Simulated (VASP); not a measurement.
# Ti3N3Cl in VASP: relaxation of the atoms with PBE

Aim: the relaxation of the atoms of Ti3N3Cl with PBE.

Program: VASP 6.6.1. These are calculated values, not measurements. Logs are shortened: lines on timing, memory, paths and dates and some standing lists are left out, and cuts for length are marked.

### 1 The cell of the first run

The cell holds a slab with vacuum, 7 atoms: a = 3.003 Å, b = 3.003 Å, c = 21.554 Å, α = 90.00°, β = 90.00°, γ = 120.00°.

### 2 Relaxation of the atoms, PBE

INCAR reads:

```
PREC = Accurate
ENCUT = 520
EDIFF = 1E-6
ISMEAR = 0
SIGMA = 0.1
LREAL = False
LASPH = True
NELM = 60
ALGO = Normal
ISIF = 2
LWAVE = False
LCHARG = False
LDIPOL = True
IDIPOL = 3
DIPOL = 0.5 0.5 0.365
GGA = PE
IBRION = 2
NSW = 36
EDIFFG = -0.025
```

KPOINTS reads:

```
Automatic mesh
0
Gamma
  9 9 1
```

POSCAR reads:

```
Ti3N3Cl
1.0
    3.0028555065      0.0000000000      0.0000000000
   -1.5014277533      2.6005491526      0.0000000000
    0.0000000000      0.0000000000     21.5541471875
N Ti Cl
3 3 1
Selective dynamics
Direct
    0.3333333333      0.6666666667      0.1855791354  F F F
    0.0000000000      0.0000000000      0.2993308526  F F F
    0.6666666667      0.3333333333      0.4147299349  F F F
    0.6666666667      0.3333333333      0.2424549940  F F F
    0.3333333333      0.6666666667      0.3575097833  F F F
    0.0000000000      0.0000000000      0.4664599856  F F F
    0.0000000000      0.0000000000      0.5880143193  F F T
```

Potentials or basis: VASP PAW PBE potentials, release 64 (N, Ti_sv, Cl).

Launch:

```bash
$ cat potpaw_PBE.64/N/POTCAR potpaw_PBE.64/Ti_sv/POTCAR potpaw_PBE.64/Cl/POTCAR > POTCAR
$ mpirun -np 1 vasp_std > vasp.out
```

OUTCAR:

```text
PREC = Accurate
   ENCUT = 520
   EDIFF = 1E-6
   ISMEAR = 0
   LREAL = False
   LASPH = True
   NELM = 60
   ISIF = 2
   GGA = PE
   IBRION = 2
   NSW = 36
   EDIFFG = -0.025

 ion  position               nearest neighbor table
   1  0.333  0.667  0.186-   4 2.12   4 2.12   4 2.12
   2  0.000  0.000  0.299-   4 2.12   4 2.12   4 2.12   5 2.14   5 2.14   5 2.14
   3  0.667  0.333  0.415-   6 2.06   6 2.06   6 2.06   5 2.13   5 2.13   5 2.13
   4  0.667  0.333  0.242-   1 2.12   2 2.12   1 2.12   2 2.12   2 2.12   1 2.12
   5  0.333  0.667  0.358-   3 2.13   3 2.13   3 2.13   2 2.14   2 2.14   2 2.14   6 2.92   6 2.92
                             6 2.92
   6  0.000  0.000  0.466-   3 2.06   3 2.06   3 2.06   7 2.62   5 2.92   5 2.92   5 2.92
   7  0.000  0.000  0.588-   6 2.62

  LATTYP: Found a hexagonal cell.
 ALAT       =     3.0028555065
 C/A-ratio  =     7.1778835648

  Lattice vectors:

 A1 = (   3.0028555065,   0.0000000000,   0.0000000000)
 A2 = (  -1.5014277533,   2.6005491526,   0.0000000000)
 A3 = (   0.0000000000,   0.0000000000,  21.5541471875)

Analysis of symmetry for initial positions (statically):
=====================================================================
 Subroutine PRICEL returns:
 Original cell was already a primitive cell.

 Routine SETGRP: Setting up the symmetry group for a
 hexagonal supercell.

 Subroutine GETGRP returns: Found  6 space group operations
 (whereof  6 operations were pure point group operations)
 out of a pool of 24 trial point group operations.

The static configuration has the point symmetry C_3v.

Analysis of symmetry for dynamics (positions and initial velocities):
=====================================================================
 Subroutine PRICEL returns:
 Original cell was already a primitive cell.

 Routine SETGRP: Setting up the symmetry group for a
 hexagonal supercell.

 Subroutine GETGRP returns: Found  6 space group operations
 (whereof  6 operations were pure point group operations)
 out of a pool of 24 trial point group operations.

The dynamic configuration has the point symmetry C_3v.

Analysis of constrained symmetry for selective dynamics:
=====================================================================
 Subroutine PRICEL returns:
 Original cell was already a primitive cell.

 Routine SETGRP: Setting up the symmetry group for a
 hexagonal supercell.

 Subroutine GETGRP returns: Found  6 space group operations
 (whereof  6 operations were pure point group operations)
 out of a pool of 24 trial point group operations.

The constrained configuration has the point symmetry C_3v.

 Subroutine INISYM returns: Found  6 space group operations
 (whereof  6 operations are pure point group operations),
 and found     1 'primitive' translations

----------------------------------------------------------------------------------------

                                     Primitive cell

  volume of cell :     168.3179

  direct lattice vectors                    reciprocal lattice vectors
     3.002855506  0.000000000  0.000000000     0.333016357  0.192267083  0.000000000
    -1.501427753  2.600549153  0.000000000     0.000000000  0.384534166  0.000000000
     0.000000000  0.000000000 21.554147187     0.000000000  0.000000000  0.046394784

  length of vectors
     3.002855506  3.002855507 21.554147187     0.384534166  0.384534166  0.046394784

  position of ions in fractional coordinates (direct lattice)
     0.333333333  0.666666667  0.185579135
     0.000000000  0.000000000  0.299330853
     0.666666667  0.333333333  0.414729935
     0.666666667  0.333333333  0.242454994
     0.333333333  0.666666667  0.357509783
     0.000000000  0.000000000  0.466459986
     0.000000000  0.000000000  0.588014319

  ion indices of the primitive-cell ions
   primitive index   ion index
                 1           1
                 2           2
                 3           3
                 4           4
                 5           5
                 6           6
                 7           7

----------------------------------------------------------------------------------------

 KPOINTS: Automatic mesh

Automatic generation of k-mesh.
 Grid dimensions read from file:
 generate k-points for:    9    9    1

 Generating k-lattice:

  Cartesian coordinates                     Fractional coordinates (reciprocal lattice)
     0.037001817  0.021363009  0.000000000     0.111111111  0.000000000  0.000000000
     0.000000000  0.042726018  0.000000000     0.000000000  0.111111111  0.000000000
     0.000000000  0.000000000  0.046394784     0.000000000  0.000000000  1.000000000

  Length of vectors
     0.042726018  0.042726018  0.046394784

  Shift w.r.t. Gamma in fractional coordinates (k-lattice)
     0.000000000  0.000000000  0.000000000

 Subroutine IBZKPT returns following result:
 ===========================================

 Found     12 irreducible k-points:

 Following reciprocal coordinates:
            Coordinates               Weight
  0.000000  0.000000  0.000000      1.000000
  0.111111  0.000000  0.000000      6.000000
  0.222222  0.000000  0.000000      6.000000
  0.333333  0.000000  0.000000      6.000000
  0.444444  0.000000  0.000000      6.000000
  0.111111  0.111111  0.000000      6.000000
  0.222222  0.111111  0.000000     12.000000
  0.333333  0.111111  0.000000     12.000000
  0.444444  0.111111  0.000000      6.000000
  0.222222  0.222222  0.000000      6.000000
  0.333333  0.222222  0.000000     12.000000
  0.333333  0.333333  0.000000      2.000000
   k-points           NKPTS =     12   k-points in BZ     NKDIM =     12   number of bands    NBANDS=     34
   number of dos      NEDOS =    301   number of ions     NIONS =      7
   total plane-waves  NPLWV =  92160
   dimension x,y,z NGX =    24 NGY =   24 NGZ =  160
   dimension x,y,z NGXF=    48 NGYF=   48 NGZF=  320
   ions per type =               3   3   1
   NGX,Y,Z   is equivalent  to a cutoff of  13.29, 13.29, 12.34 a.u.
   NGXF,Y,Z  is equivalent  to a cutoff of  26.57, 26.57, 24.68 a.u.
 SYSTEM =  unknown system
   PREC   = accura    normal or accurate (medium, high low for compatibility)
   ISTART =      0    job   : 0-new  1-cont  2-samecut
   ICHARG =      2    charge: 1-file 2-atom 10-const
   ISPIN  =      1    spin polarized calculation?
   LNONCOLLINEAR =      F non collinear calculations
   LSORBIT =      F    spin-orbit coupling
   LASPH  =      T    aspherical Exc in radial PAW
   ENCUT  =  520.0 eV  38.22 Ry    6.18 a.u.   5.58  5.58 40.08*2*pi/ulx,y,z
   NELM   =     60;   NELMIN=  2; NELMDL= -5     # of ELM steps
   EDIFF  = 0.1E-05   stopping-criterion for ELM
   LREAL  =      F    real-space projection
   EDIFFG = -.3E-01   stopping-criterion for IOM
   NSW    =     36    number of steps for IOM
   IBRION =      2    ionic relax: 0-MD 1-quasi-New 2-CG
   NFREE  =      1    steps in history (QN), initial steepest desc. (CG)
   ISIF   =      2    stress and relaxation
   ISYM   =      2    0-nonsym 1-usesym 2-fastsym
   POTIM  = 0.5000    time-step for ionic-motion
   TEBEG  =    0.0;   TEEND  =   0.0 temperature during run
   PSTRESS=    0.0 pullay stress
   NELECT =      58.0000    total number of electrons
   NUPDOWN=      -1.0000    fix difference up-down
   EMIN   =  10.00;   EMAX   =-10.00  energy-range for DOS
   EFERMI =   0.00;   METHOD = LEGACY
   ISMEAR =     0;   SIGMA  =   0.10  broadening in eV -4-tet -1-fermi 0-gaus
   EFERMI_NEDOS =   21; number of points for ismear=-14 and -15
   IALGO  =     38    algorithm
   IMIX   =      4    mixing-type and parameters
     AMIX     =   0.40;   BMIX     =  1.00
     AMIX_MAG =   1.60;   BMIX_MAG =  1.00
  volume/ion in A,a.u.               =      24.05       162.27
  Fermi-wavevector in a.u.,A,eV,Ry     =   1.147733  2.168900 17.922820  1.317290
  Thomas-Fermi vector in A             =   2.284411
   LORBIT       =      0    0 simple, 1 ext, 2 COOP (PROOUT), +10 PAW based schemes
   GGA     = PE    functional components
   LHFCALC =     F    Hartree Fock is set to
   AEXX    =    0.0000 exact exchange contribution
   IVDW    =     0    specifies the selected vdW correction
   LEPSILON=     F    determine dielectric tensor
   LRPA    =     F    only Hartree local field effects (RPA)
 conjugate gradient relaxation of ions
 non-spin polarized calculation
 Gauss-broadening in eV      SIGMA  =   0.10
  energy-cutoff  :      520.00
  volume of cell :      168.32
 maximum number of plane-waves:      4581
 NGX is ok and might be reduce to    24
   NGX = 11   NGY = 11   NGZ = 81

 dipolmoment           0.000000      0.000000      0.638374 electrons x Angstroem

--------------------------------------- Ionic step        1  -------------------------------------------

 number of electron      58.0000012 magnetization

 Free energy of the ion-electron system (eV)
  ---------------------------------------------------
  ext. energy  EPLUGINS =         0.00000000
  ---------------------------------------------------
  free energy    TOTEN  =       -57.21349256 eV

  energy without entropy =      -57.18384437  energy(sigma->0) =      -57.19866847

------------------------ aborting loop because EDIFF is reached ----------------------------------------

  FORCE on cell =-STRESS in cart. coord.  units (eV):
  Direction    XX          YY          ZZ          XY          YZ          ZX
  --------------------------------------------------------------------------------------
  -------------------------------------------------------------------------------------
  Total        1.4180475      1.4180475     -8.9241604     -0.0000000      0.0000000      0.0000000
  in kB       13.4980498     13.4980498    -84.9469139     -0.0000000      0.0000000      0.0000000
  external PRESSURE =     -19.3169381 kB  Pullay stress =       0.0000000 kB
[... 192 lines left out ...]
--------------------------------------- Ionic step        6  -------------------------------------------

 number of electron      58.0000013 magnetization

 dipolmoment           0.000000      0.000000     -0.118788 electrons x Angstroem

 Free energy of the ion-electron system (eV)
  ---------------------------------------------------
  ext. energy  EPLUGINS =         0.00000000
  ---------------------------------------------------
  free energy    TOTEN  =       -57.93591689 eV

  energy without entropy =      -57.91727137  energy(sigma->0) =      -57.92659413

 E-fermi :   0.2831     XC(G=0):  -6.2596

 val. band max:        0.2779708732   @ k =   0.1111   0.0000   0.0000
 cond. band min:       0.3017551547   @ k =   0.2222   0.1111   0.0000
 fundamental gap:      0.0237842815
 Fermi energy:         0.2830969714

 k-point     1 :       0.0000    0.0000    0.0000
  band No.  band energies     occupation
      1     -57.2957      2.00000
      2     -57.0530      2.00000
      3     -56.2406      2.00000
      4     -33.7892      2.00000
      5     -33.3623      2.00000
      6     -33.3520      2.00000
[... 433 lines left out ...]
     33       2.1237      0.00000
     34       3.2066      0.00000

------------------------ aborting loop because EDIFF is reached ----------------------------------------

 vacuum level on the upper side and lower side of the slab       (xc-potential included)        -1.350         1.334

  FORCE on cell =-STRESS in cart. coord.  units (eV):
  Direction    XX          YY          ZZ          XY          YZ          ZX
  --------------------------------------------------------------------------------------
  -------------------------------------------------------------------------------------
  Total        3.3514490      3.3514490     -3.3509257     -0.0000000      0.0000000      0.0000000
  in kB       31.9016279     31.9016279    -31.8966473     -0.0000000      0.0000000      0.0000000
  external PRESSURE =      10.6355362 kB  Pullay stress =       0.0000000 kB
[... 22 lines left out ...]
  FREE ENERGIE OF THE ION-ELECTRON SYSTEM (eV)
  ---------------------------------------------------
  free  energy   TOTEN  =       -57.9359168937 eV

  energy  without entropy=      -57.9172713695  energy(sigma->0) =      -57.92659413

 reached required accuracy - stopping structural energy minimisation

 vacuum level on the upper side and lower side of the slab         5.785         8.537
```

It took 9.2 min on 1 thread of Intel Xeon Platinum 8259CL at 2.50GHz (Skylake/Cascade Lake), shared host; peak memory 0.33 GiB.

What came out:

```
Free energy               : -57.9359 eV
Energy gained by relaxing : 103.2 meV/atom
Ionic steps               : 6
Band gap on the k mesh    : zero (bands 29 and 30 overlap by 0.34 eV)
```

The path:
| step | energy change (eV) | largest force on free atoms (eV/Å) | pressure (GPa) |
| --- | --- | --- | --- |
| 1 | 0.0000 | 2.0486 | -1.93 |
| 2 | -0.2045 | 2.0568 | -1.55 |
| 3 | -0.7076 | 0.6527 | 0.57 |
| 4 | -0.6388 | 1.9085 | 2.36 |
| 5 | -0.7218 | 0.1420 | 0.95 |
| 6 | -0.7224 | 0.0053 | 1.06 |

Final structure:
```yaml
crystal:
  lattice:
    - [3.00286, 0.00000, 0.00000]
    - [-1.50143, 2.60055, 0.00000]
    - [0.00000, 0.00000, 21.55415]
  atoms:
    - { symbol: N, position: [0.33333, 0.66667, 0.18558] }
    - { symbol: N, position: [0.00000, 0.00000, 0.29933] }
    - { symbol: N, position: [0.66667, 0.33333, 0.41473] }
    - { symbol: Ti, position: [0.66667, 0.33333, 0.24246] }
    - { symbol: Ti, position: [0.33333, 0.66667, 0.35751] }
    - { symbol: Ti, position: [0.00000, 0.00000, 0.46646] }
    - { symbol: Cl, position: [0.00000, 0.00000, 0.56762] }
```

The gap in the log of VASP goes by the Fermi energy; the results here count the filled bands.